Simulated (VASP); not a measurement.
# Pb2O: single point with r2SCAN

Pb2O:

```
CELL_PARAMETERS angstrom
5.33951 0.00000 0.00000
0.00000 5.33951 0.00000
0.00000 0.00000 5.33951
ATOMIC_POSITIONS crystal
Pb 0.25000 0.25000 0.25000
Pb 0.75000 0.75000 0.25000
Pb 0.25000 0.75000 0.75000
Pb 0.75000 0.25000 0.75000
O 0.00000 0.00000 0.00000
O 0.50000 0.50000 0.50000
```

```yaml
Program: VASP 6.6.1
Task: single point
Functional: r2SCAN
Potentials_or_basis: VASP PAW PBE potentials, release 64 (Pb_d, O)
Cutoff: 520 eV
k_mesh: 6 × 6 × 6
Occupations: fermi-dirac, width 0.1 eV
Spin: no spin polarisation
Dipole_correction: no
Further_INCAR_settings: ALGO = Normal; EDIFF = 1e-07; NBANDS = 43
```

```yaml
Pressure: 2.6 GPa
Band_gap_on_the_k_mesh: zero (bands 34 and 35 overlap by 1.02 eV)
```

Levels at points of the mesh, in eV from the Fermi level:
```tsv
k point	band 30	band 31	band 32	band 33	band 34	band 35	band 36	band 37	band 38	band 39
(0.00, 0.00, 0.00)	-2.19	-2.19	-0.58	-0.58	-0.58	2.19	2.19	2.19	3.16	5.94
(0.50, 0.00, 0.00)	-2.53	-1.03	-1.03	-0.63	-0.63	1.21	1.21	2.08	2.08	4.70
(0.50, 0.50, 0.00)	-3.28	-1.26	-1.26	-0.17	-0.17	1.63	1.63	2.06	2.06	4.86
(0.50, 0.50, 0.50)	-0.95	-0.95	-0.95	-0.94	-0.94	-0.94	1.72	4.93	4.93	4.93
```

It took 5.1 min on 1 thread of AMD EPYC 9R45 96-Core Processor (Zen 5) (shared host), peak memory 0.28 GiB.

Caveat: the PAW data sets were made with another functional, which shifts forces and pressure a little; spin-orbit coupling is left out, which moves the levels of the heavy elements.
